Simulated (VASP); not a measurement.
# NiSb (P6_3/mmc) in VASP: notebook

Aim: see how the results for NiSb move with the level of theory and the settings. Levels: PBE, revPBE. Tasks: single point.

Program: VASP 6.6.1. These are calculated values, not measurements. Logs are shortened: lines on timing, memory, paths and dates and some standing lists are left out, and cuts for length are marked.

### 1 The cell of the first run

It takes space group P6_3/mmc (No. 194, hexagonal). Conventional cell: a = 3.940 Å, b = 3.940 Å, c = 5.140 Å, α = 90.00°, β = 90.00°, γ = 120.00°. Within 3.4 Å of Ni (site symmetry -3m) lie 2 Ni at 2.57 Å and 6 Sb at 2.61 Å. Sb (site symmetry -6m2) has 6 Ni at 2.61 Å and 6 Sb at 3.43 Å within 3.5 Å.

### 2 Single point, PBE

Contents of INCAR:

```
SYSTEM = NiSb
PREC = Accurate
ENCUT = 600
EDIFF = 1E-6
ISMEAR = 0
SIGMA = 0.1
LREAL = .False.
LASPH = .True.
NELM = 120
ALGO = Normal
ISIF = 2
LWAVE = .False.
LCHARG = .True.
GGA = PE
LELF = .True.
LVHAR = .True.
NBANDS = 23
GGA_COMPAT = .False.
```

Contents of KPOINTS:

```
regular mesh
0
Gamma
  3 3 1
  0 0 0
```

Contents of POSCAR:

```
NiSb
1.0
    3.9399999606      0.0000000000      0.0000000000
   -1.9699999803      3.4121400568      0.0000000000
    0.0000000000      0.0000000000      5.1400000000
Ni Sb
2 2
Direct
    0.0000000000      0.0000000000      0.0000000000
    0.0000000000      0.0000000000      0.5000000000
    0.3333333333      0.6666666667      0.2500000000
    0.6666666667      0.3333333333      0.7500000000
```

Potentials or basis: VASP PAW PBE potentials, release 64 (Ni, Sb).

Command:

```bash
$ cat potpaw_PBE.64/Ni/POTCAR potpaw_PBE.64/Sb/POTCAR > POTCAR
$ mpirun -np 1 vasp_std > vasp.out
```

OUTCAR:

```text
SYSTEM = NiSb
   PREC = Accurate
   ENCUT = 600
   EDIFF = 1E-6
   ISMEAR = 0
   LREAL = .False.
   LASPH = .True.
   NELM = 120
   ISIF = 2
   GGA = PE

 ion  position               nearest neighbor table
   1  0.000  0.000  0.000-   2 2.57   2 2.57   4 2.61   3 2.61   4 2.61   3 2.61   4 2.61   3 2.61

   2  0.000  0.000  0.500-   1 2.57   1 2.57   4 2.61   3 2.61   4 2.61   3 2.61   4 2.61   3 2.61

   3  0.333  0.667  0.250-   1 2.61   2 2.61   1 2.61   2 2.61   1 2.61   2 2.61   4 3.43   4 3.43
                             4 3.43   4 3.43   4 3.43   4 3.43
   4  0.667  0.333  0.750-   1 2.61   2 2.61   1 2.61   2 2.61   1 2.61   2 2.61   3 3.43   3 3.43
                             3 3.43   3 3.43   3 3.43   3 3.43

  LATTYP: Found a hexagonal cell.
 ALAT       =     3.9399999606
 C/A-ratio  =     1.3045685410

  Lattice vectors:

 A1 = (   3.9399999606,   0.0000000000,   0.0000000000)
 A2 = (  -1.9699999803,   3.4121400568,   0.0000000000)
 A3 = (   0.0000000000,   0.0000000000,   5.1400000000)

Analysis of symmetry for initial positions (statically):
=====================================================================
 Subroutine PRICEL returns:
 Original cell was already a primitive cell.

 Routine SETGRP: Setting up the symmetry group for a
 hexagonal supercell.

 Subroutine GETGRP returns: Found 24 space group operations
 (whereof 12 operations were pure point group operations)
 out of a pool of 24 trial point group operations.

The static configuration has the point symmetry D_3d.
 The point group associated with its full space group is D_6h.

Analysis of symmetry for dynamics (positions and initial velocities):
=====================================================================
 Subroutine PRICEL returns:
 Original cell was already a primitive cell.

 Routine SETGRP: Setting up the symmetry group for a
 hexagonal supercell.

 Subroutine GETGRP returns: Found 24 space group operations
 (whereof 12 operations were pure point group operations)
 out of a pool of 24 trial point group operations.

The dynamic configuration has the point symmetry D_3d.
 The point group associated with its full space group is D_6h.

 Subroutine INISYM returns: Found 24 space group operations
 (whereof 12 operations are pure point group operations),
 and found     1 'primitive' translations

----------------------------------------------------------------------------------------

                                     Primitive cell

  volume of cell :      69.1013

  direct lattice vectors                    reciprocal lattice vectors
     3.939999961  0.000000000  0.000000000     0.253807109  0.146535603  0.000000000
    -1.969999980  3.412140057  0.000000000     0.000000000  0.293071206  0.000000000
     0.000000000  0.000000000  5.140000000     0.000000000  0.000000000  0.194552529

  length of vectors
     3.939999961  3.939999961  5.140000000     0.293071206  0.293071206  0.194552529

  position of ions in fractional coordinates (direct lattice)
     0.000000000  0.000000000  0.000000000
     0.000000000  0.000000000  0.500000000
     0.333333333  0.666666667  0.250000000
     0.666666667  0.333333333  0.750000000

  ion indices of the primitive-cell ions
   primitive index   ion index
                 1           1
                 2           2
                 3           3
                 4           4

----------------------------------------------------------------------------------------

 KPOINTS: regular mesh

Automatic generation of k-mesh.
 Grid dimensions read from file:
 generate k-points for:    3    3    1

 Generating k-lattice:

  Cartesian coordinates                     Fractional coordinates (reciprocal lattice)
     0.084602370  0.048845201  0.000000000     0.333333333  0.000000000  0.000000000
     0.000000000  0.097690402  0.000000000     0.000000000  0.333333333  0.000000000
     0.000000000  0.000000000  0.194552529     0.000000000  0.000000000  1.000000000

  Length of vectors
     0.097690402  0.097690402  0.194552529

  Shift w.r.t. Gamma in fractional coordinates (k-lattice)
     0.000000000  0.000000000  0.000000000

 Subroutine IBZKPT returns following result:
 ===========================================

 Found      3 irreducible k-points:

 Following reciprocal coordinates:
            Coordinates               Weight
  0.000000  0.000000  0.000000      1.000000
  0.333333 -0.000000  0.000000      6.000000
  0.333333  0.333333  0.000000      2.000000
   k-points           NKPTS =      3   k-points in BZ     NKDIM =      3   number of bands    NBANDS=     23
   number of dos      NEDOS =    301   number of ions     NIONS =      4
   total plane-waves  NPLWV =  43008
   dimension x,y,z NGX =    32 NGY =   32 NGZ =   42
   dimension x,y,z NGXF=    64 NGYF=   64 NGZF=   84
   ions per type =               2   2
   NGX,Y,Z   is equivalent  to a cutoff of  13.50, 13.50, 13.58 a.u.
   NGXF,Y,Z  is equivalent  to a cutoff of  27.00, 27.00, 27.17 a.u.
 SYSTEM =  NiSb
   PREC   = accura    normal or accurate (medium, high low for compatibility)
   ISTART =      0    job   : 0-new  1-cont  2-samecut
   ICHARG =      2    charge: 1-file 2-atom 10-const
   ISPIN  =      1    spin polarized calculation?
   LNONCOLLINEAR =      F non collinear calculations
   LSORBIT =      F    spin-orbit coupling
   LASPH  =      T    aspherical Exc in radial PAW
   ENCUT  =  600.0 eV  44.10 Ry    6.64 a.u.   7.87  7.87 10.27*2*pi/ulx,y,z
   NELM   =    120;   NELMIN=  2; NELMDL= -5     # of ELM steps
   EDIFF  = 0.1E-05   stopping-criterion for ELM
   LREAL  =      F    real-space projection
   EDIFFG = 0.1E-04   stopping-criterion for IOM
   NSW    =      0    number of steps for IOM
   IBRION =     -1    ionic relax: 0-MD 1-quasi-New 2-CG
   NFREE  =      0    steps in history (QN), initial steepest desc. (CG)
   ISIF   =      2    stress and relaxation
   ISYM   =      2    0-nonsym 1-usesym 2-fastsym
   POTIM  = 0.5000    time-step for ionic-motion
   TEBEG  =    0.0;   TEEND  =   0.0 temperature during run
   PSTRESS=    0.0 pullay stress
   NELECT =      30.0000    total number of electrons
   NUPDOWN=      -1.0000    fix difference up-down
   EMIN   =  10.00;   EMAX   =-10.00  energy-range for DOS
   EFERMI =   0.00;   METHOD = LEGACY
   ISMEAR =     0;   SIGMA  =   0.10  broadening in eV -4-tet -1-fermi 0-gaus
   EFERMI_NEDOS =   21; number of points for ismear=-14 and -15
   IALGO  =     38    algorithm
   IMIX   =      4    mixing-type and parameters
     AMIX     =   0.40;   BMIX     =  1.00
     AMIX_MAG =   1.60;   BMIX_MAG =  1.00
  volume/ion in A,a.u.               =      17.28       116.58
  Fermi-wavevector in a.u.,A,eV,Ry     =   1.239614  2.342531 20.907300  1.536643
  Thomas-Fermi vector in A             =   2.374090
   LORBIT       =      0    0 simple, 1 ext, 2 COOP (PROOUT), +10 PAW based schemes
   GGA     = PE    functional components
   LHFCALC =     F    Hartree Fock is set to
   AEXX    =    0.0000 exact exchange contribution
   IVDW    =     0    specifies the selected vdW correction
   LEPSILON=     F    determine dielectric tensor
   LRPA    =     F    only Hartree local field effects (RPA)
 non-spin polarized calculation
 Gauss-broadening in eV      SIGMA  =   0.10
  energy-cutoff  :      600.00
  volume of cell :       69.10
 maximum number of plane-waves:      2352
 NGX is ok and might be reduce to    32
   NGX = 15   NGY = 15   NGZ = 21

 number of electron      30.0000015 magnetization

 Free energy of the ion-electron system (eV)
  ---------------------------------------------------
  ext. energy  EPLUGINS =         0.00000000
  ---------------------------------------------------
  free energy    TOTEN  =       -19.87029094 eV

  energy without entropy =      -19.86906171  energy(sigma->0) =      -19.86967632

 E-fermi :   9.8213     XC(G=0): -11.4827

 val. band max:        9.6654205854   @ k =   0.0000   0.0000   0.0000
 cond. band min:      10.0217147257   @ k =   0.3333  -0.0000   0.0000
 fundamental gap:      0.3562941403
 Fermi energy:         9.8212706596

 k-point     1 :       0.0000    0.0000    0.0000
  band No.  band energies     occupation
      1      -2.9761      2.00000
      2       1.5026      2.00000
      3       3.7603      2.00000
      4       5.8983      2.00000
      5       5.8983      2.00000
      6       6.5659      2.00000
[... 15 lines left out ...]
     22      16.2915      0.00000
     23      17.8082      0.00000

 k-point     2 :       0.3333   -0.0000    0.0000
  band No.  band energies     occupation
      1      -1.6420      2.00000
      2       1.1135      2.00000
      3       4.6396      2.00000
      4       5.2330      2.00000
      5       6.1310      2.00000
      6       6.3332      2.00000
[... 15 lines left out ...]
     22      15.8054      0.00000
     23      18.6898      0.00000

 k-point     3 :       0.3333    0.3333    0.0000
  band No.  band energies     occupation
      1       0.1908      2.00000
      2       0.1908      2.00000
      3       3.1994      2.00000
      4       5.4435      2.00000
      5       5.4435      2.00000
      6       6.7046      2.00000
[... 15 lines left out ...]
     22      17.7606      0.00000
     23      20.0040      0.00000

------------------------ aborting loop because EDIFF is reached ----------------------------------------

  FORCE on cell =-STRESS in cart. coord.  units (eV):
  Direction    XX          YY          ZZ          XY          YZ          ZX
  --------------------------------------------------------------------------------------
  -------------------------------------------------------------------------------------
  Total       -3.0365884     -3.0365884      7.1978418      0.0000000      0.0000000      0.0000000
  in kB      -70.4061050    -70.4061050    166.8886080      0.0000000      0.0000000      0.0000000
  external PRESSURE =       8.6921327 kB  Pullay stress =       0.0000000 kB

 VOLUME and BASIS-vectors are now :
 -----------------------------------------------------------------------------
  energy-cutoff  :      600.00
  volume of cell :       69.10
      direct lattice vectors                 reciprocal lattice vectors
     3.939999961  0.000000000  0.000000000     0.253807109  0.146535603  0.000000000
    -1.969999980  3.412140057  0.000000000     0.000000000  0.293071206  0.000000000
     0.000000000  0.000000000  5.140000000     0.000000000  0.000000000  0.194552529

 POSITION                                       TOTAL-FORCE (eV/Angst)
 -----------------------------------------------------------------------------------
      0.00000      0.00000      0.00000         0.000000      0.000000     -0.000000
      0.00000      0.00000      2.57000         0.000000      0.000000     -0.000000
     -0.00000      2.27476      1.28500        -0.000000     -0.000000     -0.000000
      1.97000      1.13738      3.85500        -0.000000      0.000000      0.000000
 -----------------------------------------------------------------------------------
    total drift:                                0.000000     -0.000000      0.000000

  FREE ENERGIE OF THE ION-ELECTRON SYSTEM (eV)
  ---------------------------------------------------
  free  energy   TOTEN  =       -19.8702909419 eV

  energy  without entropy=      -19.8690617076  energy(sigma->0) =      -19.86967632
```

Run time: 19 s. Hardware: 1 thread of AMD EPYC 7R43 (Zen 3), shared host; peak memory 0.15 GiB.

Results:

* Free energy: -19.8703 eV
* Pressure: 0.9 GPa
* Band gap on the k mesh: zero (bands 15 and 16 overlap by 1.25 eV)

Levels at points of the mesh, in eV from the Fermi level:
| k point | band 13 | band 14 | band 15 | band 16 | band 17 | band 18 |
| --- | --- | --- | --- | --- | --- | --- |
| (0.00, 0.00, 0.00) | -0.16 | 0.66 | 0.66 | 2.47 | 2.47 | 3.28 |

Caveat: the k points lie up to 1.22 Å⁻¹ apart, too coarse for converged energies and pressures of a metal; spin-orbit coupling is left out, which moves the levels of the heavy elements.

(Continued in part 2 of 2.)
